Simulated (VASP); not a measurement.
# CdS (Fm-3m) in VASP: notebook

The runs below take CdS through single point, with PBEsol.

Everything below comes from runs of VASP 6.6.1. Logs are shortened: lines on timing, memory, paths and dates and some standing lists are left out, and cuts for length are marked.

## 1. The cell of the first run

The structure is cubic, space group Fm-3m (No. 225). Conventional cell: a = 5.470 Å, b = 5.470 Å, c = 5.470 Å, α = 90.00°, β = 90.00°, γ = 90.00°. Cd (site symmetry m-3m) has 6 S at 2.73 Å within 3.6 Å. Within 3.6 Å of S (site symmetry m-3m) lie 6 Cd at 2.73 Å.

## 2. Single point, PBEsol

Input file INCAR:

```
SYSTEM = CdS
PREC = Accurate
ENCUT = 500
EDIFF = 1E-6
ISMEAR = 0
SIGMA = 0.01
LREAL = .FALSE.
LASPH = .TRUE.
NELM = 120
ALGO = Normal
ISIF = 2
LWAVE = .FALSE.
LCHARG = .FALSE.
GGA = PS
NBANDS = 16
GGA_COMPAT = .FALSE.
```

Input file KPOINTS:

```
regular mesh
0
G
  6 6 6
  0 0 0
```

Input file POSCAR:

```
CdS
1.0
    0.0000000000      2.7347652956      2.7347652956
    2.7347652956      0.0000000000      2.7347652956
    2.7347652956      2.7347652956      0.0000000000
Cd S
1 1
Direct
    0.0000000000      0.0000000000      0.0000000000
    0.5000000000      0.5000000000      0.5000000000
```

Potentials or basis: VASP PAW PBE potentials, release 64 (Cd, S).

The run is started by

```sh
$ cat potpaw_PBE.64/Cd/POTCAR potpaw_PBE.64/S/POTCAR > POTCAR
$ mpirun -np 1 vasp_std > vasp.out
```

OUTCAR:

```text
SYSTEM = CdS
   PREC = Accurate
   ENCUT = 500
   EDIFF = 1E-6
   ISMEAR = 0
   LREAL = .FALSE.
   LASPH = .TRUE.
   NELM = 120
   ISIF = 2
   GGA = PS

 ion  position               nearest neighbor table
   1  0.000  0.000  0.000-   2 2.73   2 2.73   2 2.73   2 2.73   2 2.73   2 2.73
   2  0.500  0.500  0.500-   1 2.73   1 2.73   1 2.73   1 2.73   1 2.73   1 2.73

  LATTYP: Found a face centered cubic cell.
 ALAT       =     5.4695305912

  Lattice vectors:

 A1 = (   0.0000000000,   2.7347652956,   2.7347652956)
 A2 = (   2.7347652956,   0.0000000000,   2.7347652956)
 A3 = (   2.7347652956,   2.7347652956,   0.0000000000)

Analysis of symmetry for initial positions (statically):
=====================================================================
 Subroutine PRICEL returns:
 Original cell was already a primitive cell.

 Routine SETGRP: Setting up the symmetry group for a
 face centered cubic supercell.

 Subroutine GETGRP returns: Found 48 space group operations
 (whereof 48 operations were pure point group operations)
 out of a pool of 48 trial point group operations.

The static configuration has the point symmetry O_h .

Analysis of symmetry for dynamics (positions and initial velocities):
=====================================================================
 Subroutine PRICEL returns:
 Original cell was already a primitive cell.

 Routine SETGRP: Setting up the symmetry group for a
 face centered cubic supercell.

 Subroutine GETGRP returns: Found 48 space group operations
 (whereof 48 operations were pure point group operations)
 out of a pool of 48 trial point group operations.

The dynamic configuration has the point symmetry O_h .

 Subroutine INISYM returns: Found 48 space group operations
 (whereof 48 operations are pure point group operations),
 and found     1 'primitive' translations

----------------------------------------------------------------------------------------

                                     Primitive cell

  volume of cell :      40.9063

  direct lattice vectors                    reciprocal lattice vectors
     0.000000000  2.734765296  2.734765296    -0.182831046  0.182831046  0.182831046
     2.734765296  0.000000000  2.734765296     0.182831046 -0.182831046  0.182831046
     2.734765296  2.734765296  0.000000000     0.182831046  0.182831046 -0.182831046

  length of vectors
     3.867542171  3.867542171  3.867542171     0.316672661  0.316672661  0.316672661

  position of ions in fractional coordinates (direct lattice)
     0.000000000  0.000000000  0.000000000
     0.500000000  0.500000000  0.500000000

  ion indices of the primitive-cell ions
   primitive index   ion index
                 1           1
                 2           2

----------------------------------------------------------------------------------------

 KPOINTS: regular mesh

Automatic generation of k-mesh.
 Grid dimensions read from file:
 generate k-points for:    6    6    6

 Generating k-lattice:

  Cartesian coordinates                     Fractional coordinates (reciprocal lattice)
    -0.030471841  0.030471841  0.030471841     0.166666667  0.000000000  0.000000000
     0.030471841 -0.030471841  0.030471841     0.000000000  0.166666667  0.000000000
     0.030471841  0.030471841 -0.030471841     0.000000000  0.000000000  0.166666667

  Length of vectors
     0.052778777  0.052778777  0.052778777

  Shift w.r.t. Gamma in fractional coordinates (k-lattice)
     0.000000000  0.000000000  0.000000000

 Subroutine IBZKPT returns following result:
 ===========================================

 Found     16 irreducible k-points:

 Following reciprocal coordinates:
            Coordinates               Weight
  0.000000  0.000000  0.000000      1.000000
  0.166667  0.000000  0.000000      8.000000
  0.333333  0.000000  0.000000      8.000000
  0.500000  0.000000  0.000000      4.000000
  0.166667  0.166667  0.000000      6.000000
  0.333333  0.166667  0.000000     24.000000
[... 8 lines left out ...]
 -0.333333  0.333333  0.166667     24.000000
 -0.333333  0.500000  0.166667     12.000000
   k-points           NKPTS =     16   k-points in BZ     NKDIM =     16   number of bands    NBANDS=     16
   number of dos      NEDOS =    301   number of ions     NIONS =      2
   total plane-waves  NPLWV =  21952
   dimension x,y,z NGX =    28 NGY =   28 NGZ =   28
   dimension x,y,z NGXF=    56 NGYF=   56 NGZF=   56
   ions per type =               1   1
   NGX,Y,Z   is equivalent  to a cutoff of  12.04, 12.04, 12.04 a.u.
   NGXF,Y,Z  is equivalent  to a cutoff of  24.07, 24.07, 24.07 a.u.
 SYSTEM =  CdS
   PREC   = accura    normal or accurate (medium, high low for compatibility)
   ISTART =      0    job   : 0-new  1-cont  2-samecut
   ICHARG =      2    charge: 1-file 2-atom 10-const
   ISPIN  =      1    spin polarized calculation?
   LNONCOLLINEAR =      F non collinear calculations
   LSORBIT =      F    spin-orbit coupling
   LASPH  =      T    aspherical Exc in radial PAW
   ENCUT  =  500.0 eV  36.75 Ry    6.06 a.u.   7.05  7.05  7.05*2*pi/ulx,y,z
   NELM   =    120;   NELMIN=  2; NELMDL= -5     # of ELM steps
   EDIFF  = 0.1E-05   stopping-criterion for ELM
   LREAL  =      F    real-space projection
   EDIFFG = 0.1E-04   stopping-criterion for IOM
   NSW    =      0    number of steps for IOM
   IBRION =     -1    ionic relax: 0-MD 1-quasi-New 2-CG
   NFREE  =      0    steps in history (QN), initial steepest desc. (CG)
   ISIF   =      2    stress and relaxation
   ISYM   =      2    0-nonsym 1-usesym 2-fastsym
   POTIM  = 0.5000    time-step for ionic-motion
   TEBEG  =    0.0;   TEEND  =   0.0 temperature during run
   PSTRESS=    0.0 pullay stress
   NELECT =      18.0000    total number of electrons
   NUPDOWN=      -1.0000    fix difference up-down
   EMIN   =  10.00;   EMAX   =-10.00  energy-range for DOS
   EFERMI =   0.00;   METHOD = LEGACY
   ISMEAR =     0;   SIGMA  =   0.01  broadening in eV -4-tet -1-fermi 0-gaus
   EFERMI_NEDOS =   21; number of points for ismear=-14 and -15
   IALGO  =     38    algorithm
   IMIX   =      4    mixing-type and parameters
     AMIX     =   0.40;   BMIX     =  1.00
     AMIX_MAG =   1.60;   BMIX_MAG =  1.00
  volume/ion in A,a.u.               =      20.45       138.02
  Fermi-wavevector in a.u.,A,eV,Ry     =   1.245190  2.353068 21.095806  1.550498
  Thomas-Fermi vector in A             =   2.379423
   LORBIT       =      0    0 simple, 1 ext, 2 COOP (PROOUT), +10 PAW based schemes
   GGA     = PS    functional components
   LHFCALC =     F    Hartree Fock is set to
   AEXX    =    0.0000 exact exchange contribution
   IVDW    =     0    specifies the selected vdW correction
   LEPSILON=     F    determine dielectric tensor
   LRPA    =     F    only Hartree local field effects (RPA)
 non-spin polarized calculation
 Gauss-broadening in eV      SIGMA  =   0.01
  energy-cutoff  :      500.00
  volume of cell :       40.91
 maximum number of plane-waves:      1056
   NGX = 15   NGY = 15   NGZ = 15

 number of electron      17.9999996 magnetization

 Free energy of the ion-electron system (eV)
  ---------------------------------------------------
  ext. energy  EPLUGINS =         0.00000000
  ---------------------------------------------------
  free energy    TOTEN  =        -6.62834598 eV

  energy without entropy =       -6.62834598  energy(sigma->0) =       -6.62834598

 E-fermi :   2.8894     XC(G=0): -10.6065

 val. band max:        2.8221066278   @ k =   0.5000   0.0000   0.0000
 cond. band min:       2.9447001970   @ k =   0.5000   0.5000   0.0000
 fundamental gap:      0.1225935692
 Fermi energy:         2.8893503220

 k-point     1 :       0.0000    0.0000    0.0000
  band No.  band energies     occupation
      1     -10.0034      2.00000
      2      -4.7881      2.00000
      3      -4.7881      2.00000
      4      -4.7862      2.00000
      5      -4.7862      2.00000
      6      -4.7862      2.00000
[... 8 lines left out ...]
     15      14.1247      0.00000
     16      14.1247      0.00000

 k-point     2 :       0.1667    0.0000    0.0000
  band No.  band energies     occupation
      1      -9.7656      2.00000
      2      -4.8696      2.00000
      3      -4.8696      2.00000
      4      -4.8158      2.00000
      5      -4.7347      2.00000
      6      -4.7347      2.00000
[... 8 lines left out ...]
     15      13.0634      0.00000
     16      13.6334      0.00000

 k-point     3 :       0.3333    0.0000    0.0000
  band No.  band energies     occupation
      1      -9.1977      2.00000
      2      -5.0251      2.00000
      3      -5.0251      2.00000
      4      -4.9357      2.00000
      5      -4.6289      2.00000
      6      -4.6289      2.00000
[... 8 lines left out ...]
     15      14.4150      0.00000
     16      14.4150      0.00000

 k-point     4 :       0.5000    0.0000    0.0000
  band No.  band energies     occupation
      1      -8.8397      2.00000
      2      -5.0993      2.00000
      3      -5.0993      2.00000
      4      -5.0643      2.00000
      5      -4.5748      2.00000
      6      -4.5748      2.00000
[... 8 lines left out ...]
     15      15.8010      0.00000
     16      15.8010      0.00000
[... 172 lines left out ...]
 k-point    14 :       0.5000    0.3333    0.1667
  band No.  band energies     occupation
      1      -9.0392      2.00000
      2      -4.9218      2.00000
      3      -4.8588      2.00000
      4      -4.8452      2.00000
      5      -4.5929      2.00000
      6      -4.4647      2.00000
[... 8 lines left out ...]
     15      16.7647      0.00000
     16      17.8514      0.00000

 k-point    15 :      -0.3333    0.3333    0.1667
  band No.  band energies     occupation
      1      -8.9019      2.00000
      2      -4.9806      2.00000
      3      -4.8258      2.00000
      4      -4.7952      2.00000
      5      -4.5445      2.00000
      6      -4.2879      2.00000
[... 8 lines left out ...]
     15      15.4479      0.00000
     16      17.4974      0.00000

 k-point    16 :      -0.3333    0.5000    0.1667
  band No.  band energies     occupation
      1      -8.9624      2.00000
      2      -4.8790      2.00000
      3      -4.8572      2.00000
      4      -4.6677      2.00000
      5      -4.5066      2.00000
      6      -3.9707      2.00000
[... 8 lines left out ...]
     15      16.5440      0.00000
     16      17.4794      0.00000

------------------------ aborting loop because EDIFF is reached ----------------------------------------

  FORCE on cell =-STRESS in cart. coord.  units (eV):
  Direction    XX          YY          ZZ          XY          YZ          ZX
  --------------------------------------------------------------------------------------
  -------------------------------------------------------------------------------------
  Total       -0.6546681     -0.6546681     -0.6546681      0.0000000     -0.0000000      0.0000000
  in kB      -25.6413901    -25.6413901    -25.6413901      0.0000000     -0.0000000      0.0000000
  external PRESSURE =     -25.6413901 kB  Pullay stress =       0.0000000 kB

 VOLUME and BASIS-vectors are now :
 -----------------------------------------------------------------------------
  energy-cutoff  :      500.00
  volume of cell :       40.91
      direct lattice vectors                 reciprocal lattice vectors
     0.000000000  2.734765296  2.734765296    -0.182831046  0.182831046  0.182831046
     2.734765296  0.000000000  2.734765296     0.182831046 -0.182831046  0.182831046
     2.734765296  2.734765296  0.000000000     0.182831046  0.182831046 -0.182831046

 POSITION                                       TOTAL-FORCE (eV/Angst)
 -----------------------------------------------------------------------------------
      0.00000      0.00000      0.00000         0.000000      0.000000     -0.000000
      2.73477      2.73477      2.73477        -0.000000      0.000000      0.000000
 -----------------------------------------------------------------------------------
    total drift:                                0.000000      0.000000      0.000000

  FREE ENERGIE OF THE ION-ELECTRON SYSTEM (eV)
  ---------------------------------------------------
  free  energy   TOTEN  =        -6.6283459753 eV

  energy  without entropy=       -6.6283459753  energy(sigma->0) =       -6.62834598
```

It took 18 s on 1 thread of Intel Xeon 8259CL, shared host; peak memory 0.15 GiB.

Results:

- Free energy: -6.6283 eV
- Pressure: -2.6 GPa
- Band gap on the k mesh: 0.12 eV, indirect (least direct gap 1.54 eV)

Levels at points of the mesh, in eV from the valence-band top:
```csv
k point,band 7,band 8,band 9,band 10,band 11,band 12
"(0.00, 0.00, 0.00)",-0.75,-0.75,-0.75,0.79,9.15,9.15
"(0.50, 0.00, 0.00)",-4.92,0.00,0.00,3.35,5.79,5.79
"(0.50, 0.50, 0.00)",-4.32,-2.18,-2.18,0.12,5.90,9.74
```

Caveat: the PAW data sets were made with another functional, which shifts forces and pressure a little.

[end of part 1 of 3]
